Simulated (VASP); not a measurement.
# AlN (P1) in VASP: single point with PBE

Aim: the single point of AlN with PBE.

Program: VASP 6.6.1. These are calculated values, not measurements. Logs are shortened: lines on timing, memory, paths and dates and some standing lists are left out, and cuts for length are marked.

### 1 The cell of the first run

The typed cell holds 8 atoms: a = 5.569 Å, b = 5.569 Å, c = 2.785 Å, α = 60.00°, β = 60.00°, γ = 60.00°.

### 2 Single point, PBE

File INCAR:

```
SYSTEM = AlN
ALGO = Normal
EDIFF = 1E-6
ENCUT = 520
GGA = PE
GGA_COMPAT = .False.
ISIF = 2
ISMEAR = -1
LASPH = .True.
LCHARG = .False.
LREAL = .False.
LWAVE = .False.
NBANDS = 26
NELM = 120
PREC = Accurate
SIGMA = 0.05
```

File KPOINTS:

```
k-points
0
Gamma
  3 3 3
  0 0 0
```

File POSCAR:

```
AlN
1.0
    0.0000000000      3.9380000000      3.9380000000
    3.9380000000      0.0000000000      3.9380000000
    1.9690000000      1.9690000000      0.0000000000
Al N
4 4
Direct
   -0.0116102082      0.0087646013      0.0134169629
   -0.0169911122      0.5040055866      0.0613829355
    0.4839027425     -0.0041802946      0.0039928898
    0.4955279330      0.5008517014     -0.0320020315
    0.2310592941      0.2537771712      0.5052140681
    0.2341072880      0.7541552819      0.4846879126
    0.7439291519      0.2262036567      0.5042488573
    0.7370011427      0.7588949975      0.5199159472
```

Potentials or basis: VASP PAW PBE potentials, release 64 (Al, N).

Launch:

```bash
$ cat potpaw_PBE.64/Al/POTCAR potpaw_PBE.64/N/POTCAR > POTCAR
$ mpirun -np 1 vasp_std > vasp.out
```

OUTCAR:

```text
SYSTEM = AlN
   EDIFF = 1E-6
   ENCUT = 520
   GGA = PE
   ISIF = 2
   ISMEAR = -1
   LASPH = .True.
   LREAL = .False.
   NELM = 120
   PREC = Accurate

 ion  position               nearest neighbor table
   1  0.988  0.009  0.013-   7 1.83   6 1.90   5 1.92   7 1.97   8 1.97   6 2.05   2 2.71   3 2.71
                             4 2.75   2 2.76   3 2.79   3 2.79   2 2.81   4 2.83   3 2.86   2 2.87
   2  0.983  0.504  0.061-   5 1.85   8 1.91   6 1.99   8 2.04   7 2.05   5 2.08   4 2.63   1 2.71
                             4 2.73   1 2.76   3 2.77   1 2.81   3 2.82   4 2.86   1 2.87   4 2.95
   3  0.484  0.996  0.004-   8 1.89   7 1.93   6 1.94   5 1.98   5 2.00   8 2.02   1 2.71   4 2.72
                             2 2.77   4 2.78   1 2.79   1 2.79   4 2.80   2 2.82   4 2.85   1 2.86
   4  0.496  0.501  0.968-   8 1.97   6 1.98   7 2.00   6 2.02   5 2.02   7 2.04   2 2.63   3 2.72
                             2 2.73   1 2.75   3 2.78   3 2.80   1 2.83   3 2.85   2 2.86   2 2.95
   5  0.231  0.254  0.505-   2 1.85   1 1.92   3 1.98   3 2.00   4 2.02   2 2.08
   6  0.234  0.754  0.485-   1 1.90   3 1.94   4 1.98   2 1.99   4 2.02   1 2.05
   7  0.744  0.226  0.504-   1 1.83   3 1.93   1 1.97   4 2.00   4 2.04   2 2.05
   8  0.737  0.759  0.520-   3 1.89   2 1.91   4 1.97   1 1.97   3 2.02   2 2.04

  LATTYP: Found a base centered orthorhombic cell.
 ALAT       =     5.5691730086
 B/A-ratio  =     1.4142135624
 C/A-ratio  =     0.5000000000

  Lattice vectors:

 A1 = (  -1.9690000000,   1.9690000000,  -3.9380000000)
 A2 = (  -1.9690000000,   1.9690000000,   3.9380000000)
 A3 = (   1.9690000000,   1.9690000000,   0.0000000000)

Analysis of symmetry for initial positions (statically):
=====================================================================
 Subroutine PRICEL returns:
 Original cell was already a primitive cell.

 Routine SETGRP: Setting up the symmetry group for a
 base centered orthorhombic supercell.

 Subroutine GETGRP returns: Found  1 space group operations
 (whereof  1 operations were pure point group operations)
 out of a pool of  8 trial point group operations.

The static configuration has the point symmetry C_1 .

Analysis of symmetry for dynamics (positions and initial velocities):
=====================================================================
 Subroutine PRICEL returns:
 Original cell was already a primitive cell.

 Routine SETGRP: Setting up the symmetry group for a
 base centered orthorhombic supercell.

 Subroutine GETGRP returns: Found  1 space group operations
 (whereof  1 operations were pure point group operations)
 out of a pool of  8 trial point group operations.

The dynamic configuration has the point symmetry C_1 .

 Subroutine INISYM returns: Found  1 space group operations
 (whereof  1 operations are pure point group operations),
 and found     1 'primitive' translations

----------------------------------------------------------------------------------------

                                     Primitive cell

  volume of cell :      61.0699

  direct lattice vectors                    reciprocal lattice vectors
     0.000000000  3.938000000  3.938000000    -0.126968004  0.126968004  0.126968004
     3.938000000  0.000000000  3.938000000     0.126968004 -0.126968004  0.126968004
     1.969000000  1.969000000  0.000000000     0.253936008  0.253936008 -0.253936008

  length of vectors
     5.569173009  5.569173009  2.784586504     0.219915034  0.219915034  0.439830068

  position of ions in fractional coordinates (direct lattice)
     0.988389792  0.008764601  0.013416963
     0.983008888  0.504005587  0.061382935
     0.483902742  0.995819705  0.003992890
     0.495527933  0.500851701  0.967997969
     0.231059294  0.253777171  0.505214068
     0.234107288  0.754155282  0.484687913
     0.743929152  0.226203657  0.504248857
     0.737001143  0.758894998  0.519915947

  ion indices of the primitive-cell ions
   primitive index   ion index
                 1           1
                 2           2
                 3           3
                 4           4
                 5           5
                 6           6
                 7           7
                 8           8

----------------------------------------------------------------------------------------

 KPOINTS: k-points

Automatic generation of k-mesh.
 Grid dimensions read from file:
 generate k-points for:    3    3    3

 Generating k-lattice:

  Cartesian coordinates                     Fractional coordinates (reciprocal lattice)
    -0.042322668  0.042322668  0.042322668     0.333333333  0.000000000  0.000000000
     0.042322668 -0.042322668  0.042322668     0.000000000  0.333333333  0.000000000
     0.084645336  0.084645336 -0.084645336     0.000000000  0.000000000  0.333333333

  Length of vectors
     0.073305011  0.073305011  0.146610023

  Shift w.r.t. Gamma in fractional coordinates (k-lattice)
     0.000000000  0.000000000  0.000000000

 Subroutine IBZKPT returns following result:
 ===========================================

 Found     14 irreducible k-points:

 Following reciprocal coordinates:
            Coordinates               Weight
  0.000000  0.000000  0.000000      1.000000
  0.333333  0.000000  0.000000      2.000000
  0.000000 -0.333333  0.000000      2.000000
  0.333333  0.333333  0.000000      2.000000
 -0.333333  0.333333  0.000000      2.000000
  0.000000  0.000000  0.333333      2.000000
 -0.333333 -0.333333  0.333333      2.000000
  0.333333  0.000000  0.333333      2.000000
  0.333333 -0.333333  0.333333      2.000000
  0.000000 -0.333333 -0.333333      2.000000
  0.333333 -0.333333 -0.333333      2.000000
 -0.333333  0.000000  0.333333      2.000000
  0.000000 -0.333333  0.333333      2.000000
  0.333333  0.333333  0.333333      2.000000
   k-points           NKPTS =     14   k-points in BZ     NKDIM =     14   number of bands    NBANDS=     26
   number of dos      NEDOS =    301   number of ions     NIONS =      8
   total plane-waves  NPLWV =  42336
   dimension x,y,z NGX =    42 NGY =   42 NGZ =   24
   dimension x,y,z NGXF=    84 NGYF=   84 NGZF=   48
   ions per type =               4   4
   NGX,Y,Z   is equivalent  to a cutoff of  12.54, 12.54, 14.33 a.u.
   NGXF,Y,Z  is equivalent  to a cutoff of  25.07, 25.07, 28.66 a.u.
 SYSTEM =  AlN
   PREC   = accura    normal or accurate (medium, high low for compatibility)
   ISTART =      0    job   : 0-new  1-cont  2-samecut
   ICHARG =      2    charge: 1-file 2-atom 10-const
   ISPIN  =      1    spin polarized calculation?
   LNONCOLLINEAR =      F non collinear calculations
   LSORBIT =      F    spin-orbit coupling
   LASPH  =      T    aspherical Exc in radial PAW
   ENCUT  =  520.0 eV  38.22 Ry    6.18 a.u.  10.35 10.35  5.18*2*pi/ulx,y,z
   NELM   =    120;   NELMIN=  2; NELMDL= -5     # of ELM steps
   EDIFF  = 0.1E-05   stopping-criterion for ELM
   LREAL  =      F    real-space projection
   EDIFFG = 0.1E-04   stopping-criterion for IOM
   NSW    =      0    number of steps for IOM
   IBRION =     -1    ionic relax: 0-MD 1-quasi-New 2-CG
   NFREE  =      0    steps in history (QN), initial steepest desc. (CG)
   ISIF   =      2    stress and relaxation
   ISYM   =      2    0-nonsym 1-usesym 2-fastsym
   POTIM  = 0.5000    time-step for ionic-motion
   TEBEG  =    0.0;   TEEND  =   0.0 temperature during run
   PSTRESS=    0.0 pullay stress
   NELECT =      32.0000    total number of electrons
   NUPDOWN=      -1.0000    fix difference up-down
   EMIN   =  10.00;   EMAX   =-10.00  energy-range for DOS
   EFERMI =   0.00;   METHOD = LEGACY
   ISMEAR =    -1;   SIGMA  =   0.05  broadening in eV -4-tet -1-fermi 0-gaus
   EFERMI_NEDOS =   21; number of points for ismear=-14 and -15
   IALGO  =     38    algorithm
   IMIX   =      4    mixing-type and parameters
     AMIX     =   0.40;   BMIX     =  1.00
     AMIX_MAG =   1.60;   BMIX_MAG =  1.00
  volume/ion in A,a.u.               =       7.63        51.51
  Fermi-wavevector in a.u.,A,eV,Ry     =   1.319823  2.494104 23.700443  1.741933
  Thomas-Fermi vector in A             =   2.449694
   LORBIT       =      0    0 simple, 1 ext, 2 COOP (PROOUT), +10 PAW based schemes
   GGA     = PE    functional components
[... 5 lines left out ...]
 non-spin polarized calculation
  energy-cutoff  :      520.00
  volume of cell :       61.07
 maximum number of plane-waves:      1657
 NGX is ok and might be reduce to    42
   NGX = 21   NGY = 21   NGZ = 11

 number of electron      31.9999999 magnetization

 Free energy of the ion-electron system (eV)
  ---------------------------------------------------
  ext. energy  EPLUGINS =         0.00000000
  ---------------------------------------------------
  free energy    TOTEN  =       -56.79223443 eV

  energy without entropy =      -56.79223443  energy(sigma->0) =      -56.79223443

 E-fermi :  12.1817     XC(G=0): -12.6523

 val. band max:       11.1268782288   @ k =   0.0000   0.0000   0.0000
 cond. band min:      16.2280037545   @ k =   0.0000   0.0000   0.0000
 fundamental gap:      5.1011255256
 Fermi energy:        12.1817091725

 k-point     1 :       0.0000    0.0000    0.0000
  band No.  band energies     occupation
      1      -7.2645      2.00000
      2      -3.6890      2.00000
      3      -3.6455      2.00000
      4      -2.5574      2.00000
      5       2.2035      2.00000
      6       2.2147      2.00000
[... 18 lines left out ...]
     25      22.7256      0.00000
     26      23.3709      0.00000

 k-point     2 :       0.3333    0.0000    0.0000
  band No.  band energies     occupation
      1      -6.6632      2.00000
      2      -5.0143      2.00000
      3      -3.5104      2.00000
      4      -2.9626      2.00000
      5       3.0009      2.00000
      6       3.8889      2.00000
[... 18 lines left out ...]
     25      23.1819      0.00000
[... 318 lines left out ...]
     25      23.4006      0.00000
     26      23.6708      0.00000

 k-point    14 :       0.3333    0.3333    0.3333
  band No.  band energies     occupation
      1      -5.7054      2.00000
      2      -2.8854      2.00000
      3      -2.7784      2.00000
      4      -2.6737      2.00000
      5       3.7626      2.00000
      6       3.7882      2.00000
[... 18 lines left out ...]
     25      23.0669      0.00000
     26      23.4902      0.00000

------------------------ aborting loop because EDIFF is reached ----------------------------------------

  FORCE on cell =-STRESS in cart. coord.  units (eV):
  Direction    XX          YY          ZZ          XY          YZ          ZX
  --------------------------------------------------------------------------------------
  -------------------------------------------------------------------------------------
  Total       13.8028714     12.8829420     11.6713260      0.4027152      0.0431289     -0.3310675
  in kB      362.1203147    337.9858354    306.1989139     10.5652916      1.1314930     -8.6856030
  external PRESSURE =     335.4350214 kB  Pullay stress =       0.0000000 kB

 VOLUME and BASIS-vectors are now :
 -----------------------------------------------------------------------------
  energy-cutoff  :      520.00
  volume of cell :       61.07
      direct lattice vectors                 reciprocal lattice vectors
     0.000000000  3.938000000  3.938000000    -0.126968004  0.126968004  0.126968004
     3.938000000  0.000000000  3.938000000     0.126968004 -0.126968004  0.126968004
     1.969000000  1.969000000  0.000000000     0.253936008  0.253936008 -0.253936008

 POSITION                                       TOTAL-FORCE (eV/Angst)
 -----------------------------------------------------------------------------------
      0.06093      3.91870      3.92679        -1.572460     -0.226743     -0.642208
      2.10564      3.99195      5.85586        -1.490929     -1.313494      0.577331
      3.92940      1.91347      5.82715         0.770269     -0.130400      0.382690
      3.87834      3.85738      3.92374         0.783569      0.238350     -1.057510
      1.99414      1.90468      1.90929        -0.039706      0.710385      0.579316
      3.92421      1.87627      3.89178        -0.164223      1.531542      0.029842
      1.88366      3.92246      3.82038         2.815428     -0.874271      1.475412
      4.01224      3.92602      5.89084        -1.101947      0.064631     -1.344873
 -----------------------------------------------------------------------------------
    total drift:                               -0.000230     -0.000018     -0.000118

  FREE ENERGIE OF THE ION-ELECTRON SYSTEM (eV)
  ---------------------------------------------------
  free  energy   TOTEN  =       -56.7922344325 eV

  energy  without entropy=      -56.7922344324  energy(sigma->0) =      -56.79223443
```

It took 12 s on 1 thread of Intel Xeon 6975P-C (Granite Rapids), shared host; peak memory 0.18 GiB.

Results:

```
Free energy            : -56.7922 eV
Pressure               : 33.5 GPa
Largest force          : 3.297 eV/Å
Band gap on the k mesh : 5.10 eV
```

Forces on the atoms (eV/Å):
```
Al  -1.572 -0.227 -0.642
Al  -1.491 -1.313  0.577
Al   0.770 -0.130  0.383
Al   0.784  0.238 -1.058
N   -0.040  0.710  0.579
N   -0.164  1.532  0.030
N    2.815 -0.874  1.475
N   -1.102  0.065 -1.345
```

Caveat: the k points lie up to 0.75 Å⁻¹ apart; forces of over 1 eV/Å act on the atoms, so gaps and moduli don't describe the material at rest. Expect the measured gap to be larger: semilocal functionals such as PBE lack the derivative discontinuity.
